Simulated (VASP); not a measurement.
# Cr (Fm-3m) in VASP: notebook

The runs below take Cr through single point, relaxation of cell and atoms, with PBEsol.

All numbers are computed with VASP 6.6.1; they aren't measurements. Logs are shortened: lines on timing, memory, paths and dates and some standing lists are left out, and cuts for length are marked.

**1. The cell of the first run**

The structure is cubic, space group Fm-3m (No. 225). Conventional cell: a = 3.581 Å, b = 3.581 Å, c = 3.581 Å, α = 90.00°, β = 90.00°, γ = 90.00°. Cr (site symmetry m-3m) has 12 Cr at 2.53 Å within 3.3 Å.

**2. Single point, PBEsol**

INCAR reads:

```
  ALGO = Normal
  EDIFF = 1E-7
  ENCUT = 520
  GGA = PS
  ISIF = 2
  ISMEAR = -1
  LASPH = T
  LCHARG = F
  LREAL = F
  LWAVE = F
  NBANDS = 12
  NELM = 60
  PREC = Accurate
  SIGMA = 0.1
```

KPOINTS reads:

```
k-points
0
Gamma
  15 15 15
```

POSCAR reads:

```
Cr
1.0
    0.0000000000      1.7902919001      1.7902919001
    1.7902919001      0.0000000000      1.7902919001
    1.7902919001      1.7902919001      0.0000000000
Cr
1
Direct
    0.0000000000      0.0000000000      0.0000000000
```

Potentials or basis: VASP PAW PBE potentials, release 64 (Cr_pv).

Run with:

```sh
cat potpaw_PBE.64/Cr_pv/POTCAR > POTCAR
mpirun -np 1 vasp_std > vasp.out
```

OUTCAR:

```text
EDIFF = 1E-7
   ENCUT = 520
   GGA = PS
   ISIF = 2
   ISMEAR = -1
   LASPH = T
   LREAL = F
   NELM = 60
   PREC = Accurate

 ion  position               nearest neighbor table
   1  0.000  0.000  0.000-

  LATTYP: Found a face centered cubic cell.
 ALAT       =     3.5805838002

  Lattice vectors:

 A1 = (   0.0000000000,   1.7902919001,   1.7902919001)
 A2 = (   1.7902919001,   0.0000000000,   1.7902919001)
 A3 = (   1.7902919001,   1.7902919001,   0.0000000000)

Analysis of symmetry for initial positions (statically):
=====================================================================
 Subroutine PRICEL returns:
 Original cell was already a primitive cell.

 Routine SETGRP: Setting up the symmetry group for a
 face centered cubic supercell.

 Subroutine GETGRP returns: Found 48 space group operations
 (whereof 48 operations were pure point group operations)
 out of a pool of 48 trial point group operations.

The static configuration has the point symmetry O_h .

Analysis of symmetry for dynamics (positions and initial velocities):
=====================================================================
 Subroutine PRICEL returns:
 Original cell was already a primitive cell.

 Routine SETGRP: Setting up the symmetry group for a
 face centered cubic supercell.

 Subroutine GETGRP returns: Found 48 space group operations
 (whereof 48 operations were pure point group operations)
 out of a pool of 48 trial point group operations.

The dynamic configuration has the point symmetry O_h .

 Subroutine INISYM returns: Found 48 space group operations
 (whereof 48 operations are pure point group operations),
 and found     1 'primitive' translations

----------------------------------------------------------------------------------------

                                     Primitive cell

  volume of cell :      11.4763

  direct lattice vectors                    reciprocal lattice vectors
     0.000000000  1.790291900  1.790291900    -0.279284065  0.279284065  0.279284065
     1.790291900  0.000000000  1.790291900     0.279284065 -0.279284065  0.279284065
     1.790291900  1.790291900  0.000000000     0.279284065  0.279284065 -0.279284065

  length of vectors
     2.531855086  2.531855086  2.531855086     0.483734191  0.483734191  0.483734191

  position of ions in fractional coordinates (direct lattice)
     0.000000000  0.000000000  0.000000000

  ion indices of the primitive-cell ions
   primitive index   ion index
                 1           1

----------------------------------------------------------------------------------------

 KPOINTS: k-points

Automatic generation of k-mesh.
 Grid dimensions read from file:
 generate k-points for:   15   15   15

 Generating k-lattice:

  Cartesian coordinates                     Fractional coordinates (reciprocal lattice)
    -0.018618938  0.018618938  0.018618938     0.066666667  0.000000000  0.000000000
     0.018618938 -0.018618938  0.018618938     0.000000000  0.066666667  0.000000000
     0.018618938  0.018618938 -0.018618938     0.000000000  0.000000000  0.066666667

  Length of vectors
     0.032248946  0.032248946  0.032248946

  Shift w.r.t. Gamma in fractional coordinates (k-lattice)
     0.000000000  0.000000000  0.000000000

 Subroutine IBZKPT returns following result:
 ===========================================

 Found    120 irreducible k-points:

 Following reciprocal coordinates:
            Coordinates               Weight
  0.000000  0.000000  0.000000      1.000000
  0.066667  0.000000  0.000000      8.000000
  0.133333  0.000000  0.000000      8.000000
  0.200000  0.000000  0.000000      8.000000
  0.266667  0.000000  0.000000      8.000000
  0.333333  0.000000  0.000000      8.000000
[... 16 lines left out ...]
  0.133333  0.133333  0.000000      6.000000
  0.200000  0.133333  0.000000     24.000000
 [... further k-points ...]
   k-points           NKPTS =    120   k-points in BZ     NKDIM =    120   number of bands    NBANDS=     12
   number of dos      NEDOS =    301   number of ions     NIONS =      1
   total plane-waves  NPLWV =   8000
   dimension x,y,z NGX =    20 NGY =   20 NGZ =   20
   dimension x,y,z NGXF=    40 NGYF=   40 NGZF=   40
   ions per type =               1
   NGX,Y,Z   is equivalent  to a cutoff of  13.13, 13.13, 13.13 a.u.
   NGXF,Y,Z  is equivalent  to a cutoff of  26.26, 26.26, 26.26 a.u.
 SYSTEM =  unknown system
   PREC   = accura    normal or accurate (medium, high low for compatibility)
   ISTART =      0    job   : 0-new  1-cont  2-samecut
   ICHARG =      2    charge: 1-file 2-atom 10-const
   ISPIN  =      1    spin polarized calculation?
   LNONCOLLINEAR =      F non collinear calculations
   LSORBIT =      F    spin-orbit coupling
   LASPH  =      T    aspherical Exc in radial PAW
   ENCUT  =  520.0 eV  38.22 Ry    6.18 a.u.   4.71  4.71  4.71*2*pi/ulx,y,z
   NELM   =     60;   NELMIN=  2; NELMDL= -5     # of ELM steps
   EDIFF  = 0.1E-06   stopping-criterion for ELM
   LREAL  =      F    real-space projection
   EDIFFG = 0.1E-05   stopping-criterion for IOM
   NSW    =      0    number of steps for IOM
   IBRION =     -1    ionic relax: 0-MD 1-quasi-New 2-CG
   NFREE  =      0    steps in history (QN), initial steepest desc. (CG)
   ISIF   =      2    stress and relaxation
   ISYM   =      2    0-nonsym 1-usesym 2-fastsym
   POTIM  = 0.5000    time-step for ionic-motion
   TEBEG  =    0.0;   TEEND  =   0.0 temperature during run
   PSTRESS=    0.0 pullay stress
   NELECT =      12.0000    total number of electrons
   NUPDOWN=      -1.0000    fix difference up-down
   EMIN   =  10.00;   EMAX   =-10.00  energy-range for DOS
   EFERMI =   0.00;   METHOD = LEGACY
   ISMEAR =    -1;   SIGMA  =   0.10  broadening in eV -4-tet -1-fermi 0-gaus
   EFERMI_NEDOS =   21; number of points for ismear=-14 and -15
   IALGO  =     38    algorithm
   IMIX   =      4    mixing-type and parameters
     AMIX     =   0.40;   BMIX     =  1.00
     AMIX_MAG =   1.60;   BMIX_MAG =  1.00
  volume/ion in A,a.u.               =      11.48        77.45
  Fermi-wavevector in a.u.,A,eV,Ry     =   1.661632  3.140028 37.565950  2.761019
  Thomas-Fermi vector in A             =   2.748662
   LORBIT       =      0    0 simple, 1 ext, 2 COOP (PROOUT), +10 PAW based schemes
   GGA     = PS    functional components
   LHFCALC =     F    Hartree Fock is set to
   AEXX    =    0.0000 exact exchange contribution
   IVDW    =     0    specifies the selected vdW correction
   LEPSILON=     F    determine dielectric tensor
   LRPA    =     F    only Hartree local field effects (RPA)
 non-spin polarized calculation
  energy-cutoff  :      520.00
  volume of cell :       11.48
 maximum number of plane-waves:       331
   NGX =  9   NGY =  9   NGZ =  9

 number of electron      12.0000006 magnetization

 Free energy of the ion-electron system (eV)
  ---------------------------------------------------
  ext. energy  EPLUGINS =         0.00000000
  ---------------------------------------------------
  free energy    TOTEN  =        -9.86136111 eV

  energy without entropy =       -9.80466672  energy(sigma->0) =       -9.83301392

 E-fermi :  10.6653     XC(G=0): -13.8575

 val. band max:       10.6537037482   @ k =   0.4667   0.3333   0.0667
 cond. band min:      10.6749715077   @ k =   0.4000   0.0000   0.0000
 fundamental gap:      0.0212677595
 Fermi energy:        10.6653277192

 k-point     1 :       0.0000    0.0000    0.0000
  band No.  band energies     occupation
      1     -31.4983      2.00000
      2     -31.4983      2.00000
      3     -31.4983      2.00000
      4       3.0159      2.00000
      5      10.2066      1.97985
      6      10.2066      1.97985
      7      10.2066      1.97985
      8      12.0335      0.00000
      9      12.0335      0.00000
     10      18.2010      0.00000
     11      30.6820      0.00000
     12      36.4645      0.00000

 k-point     2 :       0.0667    0.0000    0.0000
  band No.  band energies     occupation
      1     -31.5412      2.00000
      2     -31.5036      2.00000
      3     -31.5036      2.00000
      4       3.2022      2.00000
      5      10.1161      1.99180
      6      10.2692      1.96262
      7      10.2692      1.96262
      8      11.9980      0.00000
      9      11.9980      0.00000
     10      18.2009      0.00000
     11      30.7637      0.00000
     12      34.9773      0.00000

 k-point     3 :       0.1333    0.0000    0.0000
  band No.  band energies     occupation
      1     -31.6616      2.00000
      2     -31.5186      2.00000
      3     -31.5186      2.00000
      4       3.7387      2.00000
      5       9.8851      1.99918
      6      10.4185      1.84381
      7      10.4185      1.84381
      8      11.9354      0.00001
      9      11.9354      0.00001
     10      18.2009      0.00000
     11      30.6089      0.00000
     12      32.7723      0.00000
[... 286 lines left out ...]
 k-point    23 :       0.1333    0.1333    0.0000
  band No.  band energies     occupation
      1     -31.6574      2.00000
      2     -31.5541      2.00000
      3     -31.5541      2.00000
      4       3.9712      2.00000
      5       9.6187      1.99994
      6      10.6252      1.19820
      7      10.6252      1.19820
      8      11.4799      0.00058
      9      12.2264      0.00000
     10      18.2009      0.00000
     11      31.1557      0.00000
     12      33.3958      0.00000

 k-point    24 :       0.2000    0.1333    0.0000
  band No.  band energies     occupation
      1     -31.7711      2.00000
      2     -31.5824      2.00000
      3     -31.5748      2.00000
      4       4.5667      2.00000
      5       9.3395      2.00000
      6      10.7447      0.62277
      7      10.8271      0.33100
      8      11.3743      0.00167
      9      12.3311      0.00000
     10      18.2008      0.00000
     11      30.7387      0.00000
     12      31.9253      0.00000

 [... further k-points ...]
[... 5 lines left out ...]
  --------------------------------------------------------------------------------------
  -------------------------------------------------------------------------------------
  Total       -0.0393440     -0.0393440     -0.0393440     -0.0000000     -0.0000000      0.0000000
  in kB       -5.4927248     -5.4927248     -5.4927248     -0.0000000     -0.0000000      0.0000000
  external PRESSURE =      -5.4927248 kB  Pullay stress =       0.0000000 kB

 VOLUME and BASIS-vectors are now :
 -----------------------------------------------------------------------------
  energy-cutoff  :      520.00
  volume of cell :       11.48
      direct lattice vectors                 reciprocal lattice vectors
     0.000000000  1.790291900  1.790291900    -0.279284065  0.279284065  0.279284065
     1.790291900  0.000000000  1.790291900     0.279284065 -0.279284065  0.279284065
     1.790291900  1.790291900  0.000000000     0.279284065  0.279284065 -0.279284065

 POSITION                                       TOTAL-FORCE (eV/Angst)
 -----------------------------------------------------------------------------------
      0.00000      0.00000      0.00000         0.000000      0.000000     -0.000000
 -----------------------------------------------------------------------------------
    total drift:                               -0.000000     -0.000000     -0.000000

  FREE ENERGIE OF THE ION-ELECTRON SYSTEM (eV)
  ---------------------------------------------------
  free  energy   TOTEN  =        -9.8613611072 eV

  energy  without entropy=       -9.8046667240  energy(sigma->0) =       -9.83301392
```

Run time: 38 s. Hardware: 1 thread of AMD EPYC 7R13, shared host; peak memory 0.1 GiB.

Results:

| Property | Result |
| --- | --- |
| Free energy | -9.8614 eV |
| Pressure | -0.5 GPa |
| Band gap on the k mesh | zero (band 6 reaches 13.26 eV, above the bottom of band 7 at 10.21 eV) |

Caveat: the PAW data sets were made with another functional, which shifts forces and pressure a little; the run has no spin polarisation, though such a crystal can be magnetic. Spin polarisation is off, so any magnetic state and its effect on volume and gap are missing.

**3. Relaxation of cell and atoms, PBEsol**

This run uses another cell than the first one, of 11.99 Å³/atom, 1.045 times its volume.

INCAR reads:

```
SYSTEM = Cr
PREC = Accurate ; ENCUT = 600
EDIFF = 1E-7 ; ISMEAR = -1
SIGMA = 0.1 ; LREAL = .FALSE.
LASPH = .TRUE. ; NELM = 100
ALGO = Normal ; ISIF = 3
LWAVE = .FALSE. ; LCHARG = .FALSE.
GGA = PS ; IBRION = 2
NSW = 80 ; EDIFFG = -0.01
```

KPOINTS reads:

```
regular mesh
0
G
  15 15 15
  0 0 0
```

POSCAR reads:

```
Cr
1.0
    0.0000000000      1.8167431579      1.8167431579
    1.8167431579      0.0000000000      1.8167431579
    1.8167431579      1.8167431579      0.0000000000
Cr
1
Direct
    0.0000000000      0.0000000000      0.0000000000
```

Potentials or basis: VASP PAW PBE potentials, release 64 (Cr_pv).

Run with:

```sh
cat potpaw_PBE.64/Cr_pv/POTCAR > POTCAR
mpirun -np 1 vasp_std > vasp.out
```

Wall time 2.7 min (1 thread of AMD EPYC 7R13, shared host); peak memory 0.13 GiB.

The run converged. Its results:

* Free energy: -9.8618 eV
* Relaxed volume: 11.45 Å³/atom
* Relaxed cell: a = 2.530 Å, b = 2.530 Å, c = 2.530 Å, α = 60.00°, β = 60.00°, γ = 60.00°
* Space group after relaxing (to 0.05 Å): Fm-3m (No. 225)
* Energy gained by relaxing: 19.3 meV/atom
* Ionic steps: 4
* Pressure after relaxing: 0.0 GPa
* Band gap on the k mesh: zero (band 6 reaches 13.30 eV, above the bottom of band 7 at 10.24 eV)

Step by step:
```tsv
step	energy change (eV)	largest force (eV/Å)	pressure (GPa)	volume (Å³)
1	0.0000	0.0000	-10.86	11.99
2	0.0331	0.0000	22.03	10.64
3	-0.0193	0.0000	-0.25	11.46
4	-0.0193	0.0000	-0.01	11.45
```

Final structure:
```
CELL_PARAMETERS angstrom
0.00000 1.78879 1.78879
1.78879 0.00000 1.78879
1.78879 1.78879 0.00000
ATOMIC_POSITIONS crystal
Cr 0.00000 0.00000 0.00000
```

Levels at points of the mesh, in eV from the Fermi level:
```csv
k point,band 2,band 3,band 4,band 5,band 6,band 7,band 8,band 9,band 10
"(0.00, 0.00, 0.00)",-42.16,-42.16,-7.66,-0.46,-0.46,-0.46,1.37,1.37,7.54
```

Caveat: the PAW data sets were made with another functional, which shifts forces and pressure a little; the run has no spin polarisation, though such a crystal can be magnetic.

**4. Single point, PBEsol**

INCAR reads:

```
SYSTEM = Cr
PREC = Accurate
ENCUT = 520
EDIFF = 1E-7
ISMEAR = -1
SIGMA = 0.1
LREAL = .False.
LASPH = .True.
NELM = 80
ALGO = Normal
ISIF = 2
LWAVE = .False.
LCHARG = .False.
GGA = PS
NBANDS = 12
```

KPOINTS reads:

```
regular mesh
0
Gamma
  25 25 25
  0 0 0
```

POSCAR reads:

```
Cr
1.0
    0.0000000000      1.7902919001      1.7902919001
    1.7902919001      0.0000000000      1.7902919001
    1.7902919001      1.7902919001      0.0000000000
Cr
1
Direct
    0.0000000000      0.0000000000      0.0000000000
```

Run with:

```sh
cat potpaw_PBE.64/Cr_pv/POTCAR > POTCAR
mpirun -np 1 vasp_std > vasp.out
```

Wall time 2.5 min (1 thread of AMD EPYC 7R13, shared host); peak memory 0.14 GiB.

Results (log left out):

- Free energy: -9.8619 eV
- Pressure: -0.6 GPa
- Band gap on the k mesh: zero (band 6 reaches 13.27 eV, above the bottom of band 7 at 10.21 eV)

Levels at points of the mesh, in eV from the Fermi level:
```csv
k point,band 2,band 3,band 4,band 5,band 6,band 7,band 8,band 9,band 10,band 11
"(0.00, 0.00, 0.00)",-42.16,-42.16,-7.65,-0.46,-0.46,-0.46,1.37,1.37,7.54,20.02
```

Caveat: the PAW data sets were made with another functional, which shifts forces and pressure a little; the run has no spin polarisation, though such a crystal can be magnetic.

**5. Overview**

| task | cell | k mesh | cutoff (eV) | gap on the mesh (eV) | pressure (GPa) |
| --- | --- | --- | --- | --- | --- |
| single point | a = 2.532 Å, angles 60.0°, 1 atom | 15 × 15 × 15 | 520 | none | -0.5 |
| relaxation of cell and atoms | relaxed from a = 2.569 Å, angles 60.0°, 1 atom | 15 × 15 × 15 | 600 | none | 0.0 |
| single point | a = 2.532 Å, angles 60.0°, 1 atom | 25 × 25 × 25 | 520 | none | -0.6 |

Alike in all rows: level PBEsol; potentials or basis VASP PAW PBE potentials, release 64 (Cr_pv); no spin polarisation; smearing fermi-dirac 0.1 eV.

Caveats: the PAW data sets were made with another functional, which shifts forces and pressure a little; the run has no spin polarisation, though such a crystal can be magnetic.

Total energies depend on the potentials used, so only differences within one code and one set of settings carry meaning.
